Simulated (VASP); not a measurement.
Wanted: the native input for a VASP 6.6.1 run.

- Task: single point
- Functional: PBE
- Potentials or basis: VASP PAW PBE potentials, release 64 (Ta_pv, N)
- Cutoff: 520 eV
- k mesh: 18 × 18 × 8
- Occupations: gaussian, width 0.15 eV
- Spin: no spin polarisation
- Dipole correction: no
- Further INCAR settings: ALGO = Normal; EDIFF = 1e-06; NBANDS = 24

The structure of TaN lies in POSCAR:

```
TaN
1.0
    3.3622201723      0.0000000000      0.0000000000
   -1.6811100862      2.9117680823      0.0000000000
    0.0000000000      0.0000000000      6.0069425599
Ta N
2 2
Direct
    0.3333333333      0.6666666667      0.0304880884
    0.6666666667      0.3333333333      0.5304880884
    0.3333333333      0.6666666667      0.3545119116
    0.6666666667      0.3333333333      0.8545119116
```

These files were run (other wordings do the same):

INCAR

```
SYSTEM = TaN
PREC = Accurate
ENCUT = 520
EDIFF = 1E-6
ISMEAR = 0
SIGMA = 0.15
LREAL = .False.
LASPH = .True.
NELM = 100
ALGO = Normal
ISIF = 2
LWAVE = .False.
LCHARG = .False.
GGA = PE
NBANDS = 24
```

KPOINTS

```
Automatic mesh
0
Gamma
  18 18 8
  0 0 0
```

Potentials or basis: VASP PAW PBE potentials, release 64 (Ta_pv, N).

Run with:

```bash
$ cat potpaw_PBE.64/Ta_pv/POTCAR potpaw_PBE.64/N/POTCAR > POTCAR
$ mpirun -np 1 vasp_std > vasp.out
```

Results of the run:

```
Pressure               : -17.4 GPa
Largest force          : 1.108 eV/Å
Band gap on the k mesh : zero (bands 16 and 17 overlap by 0.55 eV)
```

Caveat: the cell stands under tension; spin-orbit coupling is left out, which moves the levels of the heavy elements; forces of over 1 eV/Å act on the atoms, so gaps and moduli don't describe the material at rest.

Wall time 96 s on 1 thread of Intel(R) Xeon(R) 6975P-C (Granite Rapids) (shared host), peak memory 0.35 GiB.
